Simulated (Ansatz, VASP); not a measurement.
**Two plane-wave programs on Fe**

```
Fe
1.0
     0.00000    3.55700    3.55700
     1.77850    0.00000    1.77850
     1.77850    1.77850    0.00000
Fe
2
Direct
  0.00000 0.00000 0.00000
  0.50000 0.00000 0.00000
```

Alike in both runs: task single point; functional PBE; k mesh 6 × 12 × 12; occupations gaussian, width 0.1 eV; collinear spin.

```csv
,VASP,Ansatz
version,VASP 6.6.1,Ansatz 0.2.0
potentials or method,"VASP PAW PBE potentials, release 64 (Fe), cutoff 520 eV","PAW, plane waves, scalar-relativistic"
valence electrons in the cell,16,32
```

VASP gave:

```
pressure (GPa)                                                : 7.8
net moment per atom (μB)                                      : 2.31
size of the moment on the site where the two differ most (μB) : 2.30
```

**Question.** What did Ansatz give for the same quantities?

**Answer.** Pressure (GPa): -10.3; net moment per atom (μB): 1.36; size of the moment on the site where the two differ most (μB): 1.38.

The net moments are unlike, so the other rows may belong to different states. Site moments also hang on the region over which each program counts them. VASP's potentials hold 16 valence electrons a cell and Ansatz's 32, so a difference there can come from the potentials and not from the codes.
